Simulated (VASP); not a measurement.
# ZnS (P6_3mc) in VASP: further runs

The runs below take ZnS through single point, relaxation of cell and atoms, with PBEsol.

Program: VASP 6.6.1. These are calculated values, not measurements. Logs are shortened: lines on timing, memory, paths and dates and some standing lists are left out, and cuts for length are marked.

**1. The cell of the first run**

It takes space group P6_3mc (No. 186, hexagonal). Conventional cell: a = 3.821 Å, b = 3.821 Å, c = 6.084 Å, α = 90.00°, β = 90.00°, γ = 120.00°. Within 3.1 Å of Zn (site symmetry 3m) lie 4 S at 2.32 to 2.33 Å. S (site symmetry 3m) has 4 Zn at 2.32 to 2.33 Å within 3.1 Å.

**2. Single point, PBEsol**

INCAR reads:

```
SYSTEM = ZnS
PREC = Accurate ; ENCUT = 520
EDIFF = 1E-6 ; ISMEAR = 0
SIGMA = 0.1 ; LREAL = .FALSE.
LASPH = .TRUE. ; NELM = 80
ALGO = Normal ; ISIF = 2
LWAVE = .FALSE. ; LCHARG = .TRUE.
GGA = PS ; LELF = .TRUE.
LVHAR = .TRUE. ; NBANDS = 26
```

KPOINTS reads:

```
regular mesh
0
G
  6 6 4
  0 0 0
```

POSCAR reads:

```
ZnS
1.0
    3.8205435350      0.0000000000      0.0000000000
   -1.9102717675      3.3086877575      0.0000000000
    0.0000000000      0.0000000000      6.0835925024
Zn S
2 2
Direct
    0.6666666667      0.3333333333      0.4962629880
    0.3333333333      0.6666666667      0.9962629880
    0.3333333333      0.6666666667      0.3787360120
    0.6666666667      0.3333333333      0.8787360120
```

Potentials or basis: VASP PAW PBE potentials, release 64 (Zn, S).

Run with:

```
cat potpaw_PBE.64/Zn/POTCAR potpaw_PBE.64/S/POTCAR > POTCAR
mpirun -np 1 vasp_std > vasp.out
```

OUTCAR:

```text
SYSTEM = ZnS
   PREC = Accurate
   ENCUT = 520
   EDIFF = 1E-6
   ISMEAR = 0
   LREAL = .FALSE.
   LASPH = .TRUE.
   NELM = 80
   ISIF = 2
   GGA = PS

 ion  position               nearest neighbor table
   1  0.667  0.333  0.496-   3 2.32   3 2.32   3 2.32   4 2.33
   2  0.333  0.667  0.996-   4 2.32   4 2.32   4 2.32   3 2.33
   3  0.333  0.667  0.379-   1 2.32   1 2.32   1 2.32   2 2.33
   4  0.667  0.333  0.879-   2 2.32   2 2.32   2 2.32   1 2.33

  LATTYP: Found a hexagonal cell.
 ALAT       =     3.8205435350
 C/A-ratio  =     1.5923369140

  Lattice vectors:

 A1 = (   3.8205435350,   0.0000000000,   0.0000000000)
 A2 = (  -1.9102717675,   3.3086877575,   0.0000000000)
 A3 = (   0.0000000000,   0.0000000000,   6.0835925024)

Analysis of symmetry for initial positions (statically):
=====================================================================
 Subroutine PRICEL returns:
 Original cell was already a primitive cell.

 Routine SETGRP: Setting up the symmetry group for a
 hexagonal supercell.

 Subroutine GETGRP returns: Found 12 space group operations
 (whereof  6 operations were pure point group operations)
 out of a pool of 24 trial point group operations.

The static configuration has the point symmetry C_3v.
 The point group associated with its full space group is C_6v.

Analysis of symmetry for dynamics (positions and initial velocities):
=====================================================================
 Subroutine PRICEL returns:
 Original cell was already a primitive cell.

 Routine SETGRP: Setting up the symmetry group for a
 hexagonal supercell.

 Subroutine GETGRP returns: Found 12 space group operations
 (whereof  6 operations were pure point group operations)
 out of a pool of 24 trial point group operations.

The dynamic configuration has the point symmetry C_3v.
 The point group associated with its full space group is C_6v.

 Subroutine INISYM returns: Found 12 space group operations
 (whereof  6 operations are pure point group operations),
 and found     1 'primitive' translations

----------------------------------------------------------------------------------------

                                     Primitive cell

  volume of cell :      76.9026

  direct lattice vectors                    reciprocal lattice vectors
     3.820543535  0.000000000  0.000000000     0.261742862  0.151117312  0.000000000
    -1.910271768  3.308687757  0.000000000     0.000000000  0.302234624  0.000000000
     0.000000000  0.000000000  6.083592502     0.000000000  0.000000000  0.164376559

  length of vectors
     3.820543535  3.820543535  6.083592502     0.302234624  0.302234624  0.164376559

  position of ions in fractional coordinates (direct lattice)
     0.666666667  0.333333333  0.496262988
     0.333333333  0.666666667  0.996262988
     0.333333333  0.666666667  0.378736012
     0.666666667  0.333333333  0.878736012

  ion indices of the primitive-cell ions
   primitive index   ion index
                 1           1
                 2           2
                 3           3
                 4           4

----------------------------------------------------------------------------------------

 KPOINTS: regular mesh

Automatic generation of k-mesh.
 Grid dimensions read from file:
 generate k-points for:    6    6    4

 Generating k-lattice:

  Cartesian coordinates                     Fractional coordinates (reciprocal lattice)
     0.043623810  0.025186219  0.000000000     0.166666667  0.000000000  0.000000000
     0.000000000  0.050372437  0.000000000     0.000000000  0.166666667  0.000000000
     0.000000000  0.000000000  0.041094140     0.000000000  0.000000000  0.250000000

  Length of vectors
     0.050372437  0.050372437  0.041094140

  Shift w.r.t. Gamma in fractional coordinates (k-lattice)
     0.000000000  0.000000000  0.000000000

 Subroutine IBZKPT returns following result:
 ===========================================

 Found     21 irreducible k-points:

 Following reciprocal coordinates:
            Coordinates               Weight
  0.000000  0.000000  0.000000      1.000000
  0.166667  0.000000  0.000000      6.000000
  0.333333  0.000000  0.000000      6.000000
  0.500000  0.000000  0.000000      3.000000
  0.166667  0.166667  0.000000      6.000000
  0.333333  0.166667  0.000000     12.000000
[... 13 lines left out ...]
  0.333333  0.166667  0.500000     12.000000
  0.333333  0.333333  0.500000      2.000000
   k-points           NKPTS =     21   k-points in BZ     NKDIM =     21   number of bands    NBANDS=     26
   number of dos      NEDOS =    301   number of ions     NIONS =      4
   total plane-waves  NPLWV =  37632
   dimension x,y,z NGX =    28 NGY =   28 NGZ =   48
   dimension x,y,z NGXF=    56 NGYF=   56 NGZF=   96
   ions per type =               2   2
   NGX,Y,Z   is equivalent  to a cutoff of  12.18, 12.18, 13.12 a.u.
   NGXF,Y,Z  is equivalent  to a cutoff of  24.37, 24.37, 26.23 a.u.
 SYSTEM =  ZnS
   PREC   = accura    normal or accurate (medium, high low for compatibility)
   ISTART =      0    job   : 0-new  1-cont  2-samecut
   ICHARG =      2    charge: 1-file 2-atom 10-const
   ISPIN  =      1    spin polarized calculation?
   LNONCOLLINEAR =      F non collinear calculations
   LSORBIT =      F    spin-orbit coupling
   LASPH  =      T    aspherical Exc in radial PAW
   ENCUT  =  520.0 eV  38.22 Ry    6.18 a.u.   7.10  7.10 11.31*2*pi/ulx,y,z
   NELM   =     80;   NELMIN=  2; NELMDL= -5     # of ELM steps
   EDIFF  = 0.1E-05   stopping-criterion for ELM
   LREAL  =      F    real-space projection
   EDIFFG = 0.1E-04   stopping-criterion for IOM
   NSW    =      0    number of steps for IOM
   IBRION =     -1    ionic relax: 0-MD 1-quasi-New 2-CG
   NFREE  =      0    steps in history (QN), initial steepest desc. (CG)
   ISIF   =      2    stress and relaxation
   ISYM   =      2    0-nonsym 1-usesym 2-fastsym
   POTIM  = 0.5000    time-step for ionic-motion
   TEBEG  =    0.0;   TEEND  =   0.0 temperature during run
   PSTRESS=    0.0 pullay stress
   NELECT =      36.0000    total number of electrons
   NUPDOWN=      -1.0000    fix difference up-down
   EMIN   =  10.00;   EMAX   =-10.00  energy-range for DOS
   EFERMI =   0.00;   METHOD = LEGACY
   ISMEAR =     0;   SIGMA  =   0.10  broadening in eV -4-tet -1-fermi 0-gaus
   EFERMI_NEDOS =   21; number of points for ismear=-14 and -15
   IALGO  =     38    algorithm
   IMIX   =      4    mixing-type and parameters
     AMIX     =   0.40;   BMIX     =  1.00
     AMIX_MAG =   1.60;   BMIX_MAG =  1.00
  volume/ion in A,a.u.               =      19.23       129.74
  Fermi-wavevector in a.u.,A,eV,Ry     =   1.271146  2.402117 21.984447  1.615811
  Thomas-Fermi vector in A             =   2.404095
   LORBIT       =      0    0 simple, 1 ext, 2 COOP (PROOUT), +10 PAW based schemes
   GGA     = PS    functional components
   LHFCALC =     F    Hartree Fock is set to
   AEXX    =    0.0000 exact exchange contribution
   IVDW    =     0    specifies the selected vdW correction
   LEPSILON=     F    determine dielectric tensor
   LRPA    =     F    only Hartree local field effects (RPA)
 non-spin polarized calculation
 Gauss-broadening in eV      SIGMA  =   0.10
  energy-cutoff  :      520.00
  volume of cell :       76.90
 maximum number of plane-waves:      2094
   NGX = 15   NGY = 15   NGZ = 23

 number of electron      35.9999990 magnetization

 Free energy of the ion-electron system (eV)
  ---------------------------------------------------
  ext. energy  EPLUGINS =         0.00000000
  ---------------------------------------------------
  free energy    TOTEN  =       -15.14812160 eV

  energy without entropy =      -15.14812160  energy(sigma->0) =      -15.14812160

 E-fermi :   2.7494     XC(G=0):  -9.9604

 val. band max:        2.2951491071   @ k =   0.0000   0.0000   0.0000
 cond. band min:       4.4646654611   @ k =   0.0000   0.0000   0.0000
 fundamental gap:      2.1695163540
 Fermi energy:         2.7493759045

 k-point     1 :       0.0000    0.0000    0.0000
  band No.  band energies     occupation
      1     -11.0876      2.00000
      2     -10.0344      2.00000
      3      -4.2018      2.00000
      4      -4.2018      2.00000
      5      -4.1723      2.00000
      6      -4.1248      2.00000
[... 18 lines left out ...]
     25       9.8055      0.00000
     26      11.6808      0.00000

 k-point     2 :       0.1667    0.0000    0.0000
  band No.  band energies     occupation
      1     -10.8990      2.00000
      2      -9.9388      2.00000
      3      -4.2214      2.00000
      4      -4.1621      2.00000
      5      -4.1384      2.00000
      6      -4.0970      2.00000
[... 18 lines left out ...]
     25      10.4507      0.00000
     26      10.6398      0.00000

 k-point     3 :       0.3333    0.0000    0.0000
  band No.  band energies     occupation
      1     -10.4424      2.00000
      2      -9.7748      2.00000
      3      -4.2164      2.00000
      4      -4.0979      2.00000
      5      -4.0877      2.00000
      6      -3.9646      2.00000
[... 18 lines left out ...]
     25      11.0646      0.00000
     26      11.8853      0.00000

 k-point     4 :       0.5000    0.0000    0.0000
  band No.  band energies     occupation
      1     -10.1210      2.00000
      2      -9.7544      2.00000
      3      -4.1959      2.00000
      4      -4.0765      2.00000
      5      -3.9570      2.00000
      6      -3.9010      2.00000
[... 18 lines left out ...]
     25      11.3577      0.00000
     26      13.5163      0.00000
[... 409 lines left out ...]
      1     -10.2057      2.00000
      2     -10.2057      2.00000
      3      -4.2063      2.00000
      4      -4.2063      2.00000
      5      -4.0775      2.00000
      6      -4.0775      2.00000
[... 18 lines left out ...]
     25      10.6028      0.00000
     26      10.6028      0.00000

 k-point    20 :       0.3333    0.1667    0.5000
  band No.  band energies     occupation
      1      -9.9285      2.00000
      2      -9.9285      2.00000
      3      -4.1602      2.00000
      4      -4.1602      2.00000
      5      -3.9921      2.00000
      6      -3.9921      2.00000
[... 18 lines left out ...]
     25      11.2198      0.00000
     26      11.2198      0.00000

 k-point    21 :       0.3333    0.3333    0.5000
  band No.  band energies     occupation
      1      -9.8334      2.00000
      2      -9.8334      2.00000
      3      -4.0785      2.00000
      4      -4.0785      2.00000
      5      -4.0112      2.00000
      6      -4.0112      2.00000
[... 18 lines left out ...]
     25      11.8753      0.00000
     26      11.8753      0.00000

------------------------ aborting loop because EDIFF is reached ----------------------------------------

  FORCE on cell =-STRESS in cart. coord.  units (eV):
  Direction    XX          YY          ZZ          XY          YZ          ZX
  --------------------------------------------------------------------------------------
  -------------------------------------------------------------------------------------
  Total       -0.2398001     -0.2398001      0.8370164      0.0000000     -0.0000000      0.0000000
  in kB       -4.9959598     -4.9959598     17.4382740      0.0000000     -0.0000000      0.0000000
  external PRESSURE =       2.4821181 kB  Pullay stress =       0.0000000 kB

 VOLUME and BASIS-vectors are now :
 -----------------------------------------------------------------------------
  energy-cutoff  :      520.00
  volume of cell :       76.90
      direct lattice vectors                 reciprocal lattice vectors
     3.820543535  0.000000000  0.000000000     0.261742862  0.151117312  0.000000000
    -1.910271768  3.308687757  0.000000000     0.000000000  0.302234624  0.000000000
     0.000000000  0.000000000  6.083592502     0.000000000  0.000000000  0.164376559

 POSITION                                       TOTAL-FORCE (eV/Angst)
 -----------------------------------------------------------------------------------
      1.91027      1.10290      3.01906        -0.000000      0.000000      0.088605
     -0.00000      2.20579      6.06086         0.000000     -0.000000      0.088605
     -0.00000      2.20579      2.30408         0.000000      0.000000     -0.088605
      1.91027      1.10290      5.34587         0.000000      0.000000     -0.088605
 -----------------------------------------------------------------------------------
    total drift:                               -0.000000     -0.000000     -0.000362

  FREE ENERGIE OF THE ION-ELECTRON SYSTEM (eV)
  ---------------------------------------------------
  free  energy   TOTEN  =       -15.1481215974 eV

  energy  without entropy=      -15.1481215974  energy(sigma->0) =      -15.14812160
```

It took 27 s on 1 thread of Intel Xeon 6975P-C, shared host; peak memory 0.2 GiB.

Results:

```
Free energy            : -15.1481 eV
Pressure               : 0.2 GPa
Largest force          : 0.089 eV/Å
Band gap on the k mesh : 2.17 eV, direct
```

Forces on the atoms (eV/Å):
```
Zn   0.000  0.000  0.089
Zn   0.000  0.000  0.089
S    0.000  0.000 -0.089
S    0.000  0.000 -0.089
```

Levels at points of the mesh, in eV from the valence-band top:
| k point | band 16 | band 17 | band 18 | band 19 | band 20 | band 21 |
| --- | --- | --- | --- | --- | --- | --- |
| (0.00, 0.00, 0.00) | -0.07 | -0.07 | 0.00 | 2.17 | 2.70 | 6.04 |
| (0.50, 0.00, 0.00) | -2.47 | -1.73 | -1.01 | 3.32 | 4.22 | 5.11 |
| (0.00, 0.00, 0.50) | -0.59 | -0.59 | -0.59 | 3.33 | 3.33 | 6.49 |
| (0.50, 0.00, 0.50) | -1.80 | -1.58 | -1.58 | 3.47 | 3.47 | 5.07 |

Caveat: the PAW data sets were made with another functional, which shifts forces and pressure a little. Expect the measured gap to be larger: semilocal functionals such as PBEsol lack the derivative discontinuity.

(Part 1 of 2 ends here.)
